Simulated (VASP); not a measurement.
# BaTe (P6_3/mmc) in VASP: further runs

Runs on BaTe. Level: r2SCAN. Tasks: single point.

Program: VASP 6.6.1. These are calculated values, not measurements. Logs are shortened: lines on timing, memory, paths and dates and some standing lists are left out, and cuts for length are marked.

### 1 The cell of the first run

Symmetry: P6_3/mmc, No. 194, hexagonal system. Conventional cell: a = 5.972 Å, b = 5.972 Å, c = 7.004 Å, α = 90.00°, β = 90.00°, γ = 120.00°. Ba (site symmetry -6m2) has 5 Te at 3.45 to 3.50 Å within 4.5 Å. Within 4.5 Å of Te (site symmetry -6m2) lie 5 Ba at 3.45 to 3.50 Å.

### 2 Single point, r2SCAN

Input file POSCAR:

```
BaTe
1.0
    5.9721826746      0.0000000000      0.0000000000
   -2.9860913373      5.1720619122      0.0000000000
    0.0000000000      0.0000000000      7.0036858605
Ba Te
2 2
Direct
    0.3333333333      0.6666666667     -0.0625000000
    0.6666666667      0.3333333333      0.4375000000
    0.3333333333      0.6666666667      0.4375000000
    0.6666666667      0.3333333333      0.9375000000
```

Input file INCAR.step1:

```
SYSTEM = BaTe
  PREC = Accurate
  ENCUT = 520
  ISMEAR = 0
  SIGMA = 0.01
  LREAL = .False.
  LASPH = .True.
  NELM = 80
  NBANDS = 24
  GGA = PE
  ALGO = Normal
  EDIFF = 1E-4
  LWAVE = .True.
  LCHARG = .False.
```

Input file INCAR.step2:

```
SYSTEM = BaTe
  PREC = Accurate
  ENCUT = 520
  EDIFF = 1E-6
  ISMEAR = 0
  SIGMA = 0.01
  LREAL = .False.
  LASPH = .True.
  NELM = 80
  ALGO = Normal
  ISIF = 2
  LWAVE = .False.
  LCHARG = .False.
  METAGGA = R2SCAN
  LMIXTAU = .True.
  NBANDS = 24
  ISTART = 1
```

Input file KPOINTS:

```
Automatic mesh
0
Gamma
  6 6 4
  0 0 0
```

Potentials or basis: VASP PAW PBE potentials, release 64 (Ba_sv, Te).

On the command line:

```sh
$ cat potpaw_PBE.64/Ba_sv/POTCAR potpaw_PBE.64/Te/POTCAR > POTCAR
$ cp INCAR.step1 INCAR
$ mpirun -np 1 vasp_std > vasp.out
$ cp INCAR.step2 INCAR
$ mpirun -np 1 vasp_std > vasp.out
```

OUTCAR:

```text
SYSTEM = BaTe
   PREC = Accurate
   ENCUT = 520
   EDIFF = 1E-6
   ISMEAR = 0
   LREAL = .False.
   LASPH = .True.
   NELM = 80
   ISIF = 2
   METAGGA = R2SCAN
   ISTART = 1

 ion  position               nearest neighbor table
   1  0.333  0.667  0.938-   4 3.45   4 3.45   4 3.45   3 3.50   3 3.50
   2  0.667  0.333  0.438-   3 3.45   3 3.45   3 3.45   4 3.50   4 3.50
   3  0.333  0.667  0.438-   2 3.45   2 3.45   2 3.45   1 3.50   1 3.50
   4  0.667  0.333  0.938-   1 3.45   1 3.45   1 3.45   2 3.50   2 3.50

  LATTYP: Found a hexagonal cell.
 ALAT       =     5.9721826746
 C/A-ratio  =     1.1727179562

  Lattice vectors:

 A1 = (   5.9721826746,   0.0000000000,   0.0000000000)
 A2 = (  -2.9860913373,   5.1720619122,   0.0000000000)
 A3 = (   0.0000000000,   0.0000000000,   7.0036858605)

Analysis of symmetry for initial positions (statically):
=====================================================================
 Subroutine PRICEL returns:
 Original cell was already a primitive cell.

 Routine SETGRP: Setting up the symmetry group for a
 hexagonal supercell.

 Subroutine GETGRP returns: Found 24 space group operations
 (whereof  6 operations were pure point group operations)
 out of a pool of 24 trial point group operations.

The static configuration has the point symmetry C_3v.
 The point group associated with its full space group is D_6h.

Analysis of symmetry for dynamics (positions and initial velocities):
=====================================================================
 Subroutine PRICEL returns:
 Original cell was already a primitive cell.

 Routine SETGRP: Setting up the symmetry group for a
 hexagonal supercell.

 Subroutine GETGRP returns: Found 24 space group operations
 (whereof  6 operations were pure point group operations)
 out of a pool of 24 trial point group operations.

The dynamic configuration has the point symmetry C_3v.
 The point group associated with its full space group is D_6h.

 Subroutine INISYM returns: Found 24 space group operations
 (whereof  6 operations are pure point group operations),
 and found     1 'primitive' translations

----------------------------------------------------------------------------------------

                                     Primitive cell

  volume of cell :     216.3333

  direct lattice vectors                    reciprocal lattice vectors
     5.972182675  0.000000000  0.000000000     0.167442969  0.096673243  0.000000000
    -2.986091337  5.172061912  0.000000000     0.000000000  0.193346487  0.000000000
     0.000000000  0.000000000  7.003685861     0.000000000  0.000000000  0.142781961

  length of vectors
     5.972182675  5.972182675  7.003685861     0.193346487  0.193346487  0.142781961

  position of ions in fractional coordinates (direct lattice)
     0.333333333  0.666666667  0.937500000
     0.666666667  0.333333333  0.437500000
     0.333333333  0.666666667  0.437500000
     0.666666667  0.333333333  0.937500000

  ion indices of the primitive-cell ions
   primitive index   ion index
                 1           1
                 2           2
                 3           3
                 4           4

----------------------------------------------------------------------------------------

 KPOINTS: Automatic mesh

Automatic generation of k-mesh.
 Grid dimensions read from file:
 generate k-points for:    6    6    4

 Generating k-lattice:

  Cartesian coordinates                     Fractional coordinates (reciprocal lattice)
     0.027907162  0.016112207  0.000000000     0.166666667  0.000000000  0.000000000
     0.000000000  0.032224414  0.000000000     0.000000000  0.166666667  0.000000000
     0.000000000  0.000000000  0.035695490     0.000000000  0.000000000  0.250000000

  Length of vectors
     0.032224414  0.032224414  0.035695490

  Shift w.r.t. Gamma in fractional coordinates (k-lattice)
     0.000000000  0.000000000  0.000000000

 Subroutine IBZKPT returns following result:
 ===========================================

 Found     21 irreducible k-points:

 Following reciprocal coordinates:
            Coordinates               Weight
  0.000000  0.000000  0.000000      1.000000
  0.166667  0.000000  0.000000      6.000000
  0.333333  0.000000  0.000000      6.000000
  0.500000 -0.000000  0.000000      3.000000
  0.166667  0.166667  0.000000      6.000000
  0.333333  0.166667  0.000000     12.000000
[... 13 lines left out ...]
  0.333333  0.166667  0.500000     12.000000
  0.333333  0.333333  0.500000      2.000000
   k-points           NKPTS =     21   k-points in BZ     NKDIM =     21   number of bands    NBANDS=     24
   number of dos      NEDOS =    301   number of ions     NIONS =      4
   total plane-waves  NPLWV = 124416
   dimension x,y,z NGX =    48 NGY =   48 NGZ =   54
   dimension x,y,z NGXF=    96 NGYF=   96 NGZF=  108
   ions per type =               2   2
   NGX,Y,Z   is equivalent  to a cutoff of  13.36, 13.36, 12.82 a.u.
   NGXF,Y,Z  is equivalent  to a cutoff of  26.72, 26.72, 25.64 a.u.
 SYSTEM =  BaTe
   PREC   = accura    normal or accurate (medium, high low for compatibility)
   ISTART =      1    job   : 0-new  1-cont  2-samecut
   ICHARG =      0    charge: 1-file 2-atom 10-const
   ISPIN  =      1    spin polarized calculation?
   LNONCOLLINEAR =      F non collinear calculations
   LSORBIT =      F    spin-orbit coupling
   LASPH  =      T    aspherical Exc in radial PAW
   ENCUT  =  520.0 eV  38.22 Ry    6.18 a.u.  11.10 11.10 13.02*2*pi/ulx,y,z
   NELM   =     80;   NELMIN=  2; NELMDL=  0     # of ELM steps
   EDIFF  = 0.1E-05   stopping-criterion for ELM
   LREAL  =      F    real-space projection
   EDIFFG = 0.1E-04   stopping-criterion for IOM
   NSW    =      0    number of steps for IOM
   IBRION =     -1    ionic relax: 0-MD 1-quasi-New 2-CG
   NFREE  =      0    steps in history (QN), initial steepest desc. (CG)
   ISIF   =      2    stress and relaxation
   ISYM   =      2    0-nonsym 1-usesym 2-fastsym
   POTIM  = 0.5000    time-step for ionic-motion
   TEBEG  =    0.0;   TEEND  =   0.0 temperature during run
   PSTRESS=    0.0 pullay stress
   NELECT =      32.0000    total number of electrons
   NUPDOWN=      -1.0000    fix difference up-down
   EMIN   =  10.00;   EMAX   =-10.00  energy-range for DOS
   EFERMI =   0.00;   METHOD = LEGACY
   ISMEAR =     0;   SIGMA  =   0.01  broadening in eV -4-tet -1-fermi 0-gaus
   EFERMI_NEDOS =   21; number of points for ismear=-14 and -15
   IALGO  =     38    algorithm
   IMIX   =      4    mixing-type and parameters
     AMIX     =   0.40;   BMIX     =  1.00
     AMIX_MAG =   1.60;   BMIX_MAG =  1.00
  volume/ion in A,a.u.               =      54.08       364.97
  Fermi-wavevector in a.u.,A,eV,Ry     =   0.865799  1.636123 10.199031  0.749608
  Thomas-Fermi vector in A             =   1.984095
   LORBIT       =      0    0 simple, 1 ext, 2 COOP (PROOUT), +10 PAW based schemes
   METAGGA = R2SCAN    functional components
   LHFCALC =     F    Hartree Fock is set to
   AEXX    =    0.0000 exact exchange contribution
   IVDW    =     0    specifies the selected vdW correction
   LEPSILON=     F    determine dielectric tensor
   LRPA    =     F    only Hartree local field effects (RPA)
 non-spin polarized calculation
 Gauss-broadening in eV      SIGMA  =   0.01
  energy-cutoff  :      520.00
  volume of cell :      216.33
 maximum number of plane-waves:      5870
 NGX is ok and might be reduce to    48
   NGX = 23   NGY = 23   NGZ = 27

 number of electron      32.0000000 magnetization

 Free energy of the ion-electron system (eV)
  ---------------------------------------------------
  ext. energy  EPLUGINS =         0.00000000
  ---------------------------------------------------
  free energy    TOTEN  =      -111.44176037 eV

  energy without entropy =     -111.44176037  energy(sigma->0) =     -111.44176037

 E-fermi :   0.8332     XC(G=0):  -7.4629

 val. band max:        0.7914995661   @ k =   0.0000   0.0000   0.0000
 cond. band min:       3.0302716258   @ k =   0.3333   0.3333   0.0000
 fundamental gap:      2.2387720596
 Fermi energy:         0.8331995016

 k-point     1 :       0.0000    0.0000    0.0000
  band No.  band energies     occupation
      1     -27.2706      2.00000
      2     -27.2554      2.00000
      3     -12.1408      2.00000
      4     -12.1003      2.00000
      5     -12.1003      2.00000
      6     -12.0345      2.00000
[... 16 lines left out ...]
     23       5.7801      0.00000
     24       6.6219      0.00000

 k-point     2 :       0.1667    0.0000    0.0000
  band No.  band energies     occupation
      1     -27.2695      2.00000
      2     -27.2560      2.00000
      3     -12.1303      2.00000
      4     -12.1274      2.00000
      5     -12.1061      2.00000
      6     -12.0684      2.00000
[... 16 lines left out ...]
     23       6.0262      0.00000
     24       6.0735      0.00000

 k-point     3 :       0.3333    0.0000    0.0000
  band No.  band energies     occupation
      1     -27.2666      2.00000
      2     -27.2578      2.00000
      3     -12.1793      2.00000
      4     -12.1331      2.00000
      5     -12.1170      2.00000
      6     -12.1035      2.00000
[... 16 lines left out ...]
     23       5.7049      0.00000
     24       5.9341      0.00000
[... 433 lines left out ...]
 k-point    20 :       0.3333    0.1667    0.5000
  band No.  band energies     occupation
      1     -27.2619      2.00000
      2     -27.2619      2.00000
      3     -12.2932      2.00000
      4     -12.2932      2.00000
      5     -12.0838      2.00000
      6     -12.0838      2.00000
[... 16 lines left out ...]
     23       6.0478      0.00000
     24       6.0478      0.00000

 k-point    21 :       0.3333    0.3333    0.5000
  band No.  band energies     occupation
      1     -27.2618      2.00000
      2     -27.2618      2.00000
      3     -12.3057      2.00000
      4     -12.3057      2.00000
      5     -12.0903      2.00000
      6     -12.0903      2.00000
[... 16 lines left out ...]
     23       6.2057      0.00000
     24       6.2057      0.00000

------------------------ aborting loop because EDIFF is reached ----------------------------------------

  FORCE on cell =-STRESS in cart. coord.  units (eV):
  Direction    XX          YY          ZZ          XY          YZ          ZX
  --------------------------------------------------------------------------------------
  -------------------------------------------------------------------------------------
  Total        0.2480180      0.2480180      0.3954657      0.0000000      0.0000000      0.0000000
  in kB        1.8368361      1.8368361      2.9288417      0.0000000      0.0000000      0.0000000
  external PRESSURE =       2.2008380 kB  Pullay stress =       0.0000000 kB

 VOLUME and BASIS-vectors are now :
 -----------------------------------------------------------------------------
  energy-cutoff  :      520.00
  volume of cell :      216.33
      direct lattice vectors                 reciprocal lattice vectors
     5.972182675  0.000000000  0.000000000     0.167442969  0.096673243  0.000000000
    -2.986091337  5.172061912  0.000000000     0.000000000  0.193346487  0.000000000
     0.000000000  0.000000000  7.003685861     0.000000000  0.000000000  0.142781961

 POSITION                                       TOTAL-FORCE (eV/Angst)
 -----------------------------------------------------------------------------------
     -0.00000      3.44804      6.56596         0.000000     -0.000000     -0.000000
      2.98609      1.72402      3.06411        -0.000000      0.000000      0.000000
     -0.00000      3.44804      3.06411         0.000000      0.000000      0.000000
      2.98609      1.72402      6.56596        -0.000000     -0.000000      0.000000
 -----------------------------------------------------------------------------------
    total drift:                               -0.000000      0.000000      0.000053

  FREE ENERGIE OF THE ION-ELECTRON SYSTEM (eV)
  ---------------------------------------------------
  free  energy   TOTEN  =      -111.4417603652 eV

  energy  without entropy=     -111.4417603652  energy(sigma->0) =     -111.44176037
```

It took 18 min on 1 thread of AMD EPYC 7R13, shared host; peak memory 0.41 GiB.

Results:

| Item | Value |
| --- | --- |
| Free energy | -111.4418 eV |
| Pressure | 0.2 GPa |
| Band gap on the k mesh | 2.24 eV, indirect (least direct gap 2.53 eV) |

Levels at points of the mesh, in eV from the valence-band top:
```csv
k point,band 14,band 15,band 16,band 17,band 18,band 19
"(0.00, 0.00, 0.00)",-0.93,-0.93,0.00,2.69,3.18,3.18
"(0.50, 0.00, 0.00)",-0.76,-0.52,-0.39,2.72,3.07,3.25
"(0.00, 0.00, 0.50)",-1.08,-1.08,-1.08,3.52,3.52,4.69
"(0.50, 0.00, 0.50)",-0.91,-0.74,-0.74,3.43,3.43,4.30
```

Caveat: the PAW data sets were made with another functional, which shifts forces and pressure a little; spin-orbit coupling is left out, which moves the levels of the heavy elements.

### 3 Single point, r2SCAN (volume changed by +3%)

Input file POSCAR:

```
BaTe
1.0
    6.0313170419      0.0000000000      0.0000000000
   -3.0156585209      5.2232737766      0.0000000000
    0.0000000000      0.0000000000      7.0730337949
Ba Te
2 2
Direct
    0.3333333333      0.6666666667     -0.0625000000
    0.6666666667      0.3333333333      0.4375000000
    0.3333333333      0.6666666667      0.4375000000
    0.6666666667      0.3333333333      0.9375000000
```

Input file INCAR.step1:

```
SYSTEM = BaTe
  ALGO = Normal
  EDIFF = 1E-4
  ENCUT = 520
  GGA = PE
  ISMEAR = 0
  LASPH = .True.
  LCHARG = .False.
  LREAL = .False.
  LWAVE = .True.
  NBANDS = 24
  NELM = 100
  PREC = Accurate
  SIGMA = 0.01
```

Input file INCAR.step2:

```
SYSTEM = BaTe
  ALGO = Normal
  EDIFF = 1E-6
  ENCUT = 520
  ISIF = 2
  ISMEAR = 0
  ISTART = 1
  LASPH = .True.
  LCHARG = .False.
  LMIXTAU = .True.
  LREAL = .False.
  LWAVE = .False.
  METAGGA = R2SCAN
  NBANDS = 24
  NELM = 100
  PREC = Accurate
  SIGMA = 0.01
```

Input file KPOINTS:

```
k-points
0
Gamma
  6 6 4
  0 0 0
```

Potentials or basis: VASP PAW PBE potentials, release 64 (Ba_sv, Te).

On the command line:

```sh
$ cat potpaw_PBE.64/Ba_sv/POTCAR potpaw_PBE.64/Te/POTCAR > POTCAR
$ cp INCAR.step1 INCAR
$ mpirun -np 1 vasp_std > vasp.out
$ cp INCAR.step2 INCAR
$ mpirun -np 1 vasp_std > vasp.out
```

OUTCAR:

```text
SYSTEM = BaTe
   EDIFF = 1E-6
   ENCUT = 520
   ISIF = 2
   ISMEAR = 0
   ISTART = 1
   LASPH = .True.
   LREAL = .False.
   METAGGA = R2SCAN
   NELM = 100
   PREC = Accurate

 ion  position               nearest neighbor table
   1  0.333  0.667  0.938-   4 3.48   4 3.48   4 3.48   3 3.54   3 3.54
   2  0.667  0.333  0.438-   3 3.48   3 3.48   3 3.48   4 3.54   4 3.54
   3  0.333  0.667  0.438-   2 3.48   2 3.48   2 3.48   1 3.54   1 3.54
   4  0.667  0.333  0.938-   1 3.48   1 3.48   1 3.48   2 3.54   2 3.54

  LATTYP: Found a hexagonal cell.
[... 763 lines left out ...]
  Direction    XX          YY          ZZ          XY          YZ          ZX
  --------------------------------------------------------------------------------------
  -------------------------------------------------------------------------------------
  Total       -0.6091560     -0.6091560     -0.6683102     -0.0000000     -0.0000000      0.0000000
  in kB       -4.3800438     -4.3800438     -4.8053831     -0.0000000     -0.0000000      0.0000000
  external PRESSURE =      -4.5218236 kB  Pullay stress =       0.0000000 kB

 VOLUME and BASIS-vectors are now :
 -----------------------------------------------------------------------------
  energy-cutoff  :      520.00
  volume of cell :      222.82
      direct lattice vectors                 reciprocal lattice vectors
     6.031317042  0.000000000  0.000000000     0.165801266  0.095725405  0.000000000
    -3.015658521  5.223273777  0.000000000     0.000000000  0.191450811  0.000000000
     0.000000000  0.000000000  7.073033795     0.000000000  0.000000000  0.141382048

 POSITION                                       TOTAL-FORCE (eV/Angst)
 -----------------------------------------------------------------------------------
     -0.00000      3.48218      6.63097         0.000000     -0.000000     -0.000000
      3.01566      1.74109      3.09445         0.000000      0.000000      0.000000
     -0.00000      3.48218      3.09445         0.000000     -0.000000      0.000000
      3.01566      1.74109      6.63097        -0.000000      0.000000     -0.000000
 -----------------------------------------------------------------------------------
    total drift:                               -0.000000      0.000000      0.000060

  FREE ENERGIE OF THE ION-ELECTRON SYSTEM (eV)
  ---------------------------------------------------
  free  energy   TOTEN  =      -111.4368578765 eV

  energy  without entropy=     -111.4368578765  energy(sigma->0) =     -111.43685788
```

OSZICAR.step1:

```text
N       E                     dE             d eps       ncg     rms          rms(c)
DAV:   1     0.224691199461E+03    0.22469E+03   -0.11933E+04  1008   0.106E+03
DAV:   2     0.462497663240E+01   -0.22007E+03   -0.20766E+03  1296   0.204E+02
DAV:   3    -0.162040274415E+02   -0.20829E+02   -0.20724E+02  1424   0.701E+01
DAV:   4    -0.173319311496E+02   -0.11279E+01   -0.11269E+01  1656   0.136E+01
DAV:   5    -0.173487620952E+02   -0.16831E-01   -0.16830E-01  1264   0.186E+00    0.500E+00
DAV:   6    -0.168193893075E+02    0.52937E+00   -0.83943E-01  1424   0.291E+00    0.341E+00
DAV:   7    -0.167432143213E+02    0.76175E-01   -0.62846E-01  1408   0.274E+00    0.132E+00
DAV:   8    -0.167620371082E+02   -0.18823E-01   -0.80479E-02  1224   0.124E+00    0.289E-01
DAV:   9    -0.167675017969E+02   -0.54647E-02   -0.11415E-02  1312   0.450E-01    0.187E-01
DAV:  10    -0.167716357374E+02   -0.41339E-02   -0.24736E-03  1128   0.184E-01    0.527E-02
DAV:  11    -0.167736004794E+02   -0.19647E-02   -0.24614E-03  1208   0.187E-01    0.317E-02
DAV:  12    -0.167738103052E+02   -0.20983E-03   -0.37788E-04  1048   0.725E-02    0.954E-03
DAV:  13    -0.167738185116E+02   -0.82064E-05   -0.11648E-05   952   0.185E-02
   1 F= -.16773819E+02 E0= -.16773819E+02  d E =-.544690E-14
```

Wall time 16 min (1 thread of AMD EPYC 7R13, shared host); peak memory 0.42 GiB.

Results:

| Property | Result |
| --- | --- |
| Free energy | -111.4369 eV |
| Pressure | -0.5 GPa |
| Band gap on the k mesh | 2.29 eV, indirect (least direct gap 2.57 eV) |

Caveat: the PAW data sets were made with another functional, which shifts forces and pressure a little; spin-orbit coupling is left out, which moves the levels of the heavy elements. A k mesh can miss the band edges.

[end of part 1 of 2]
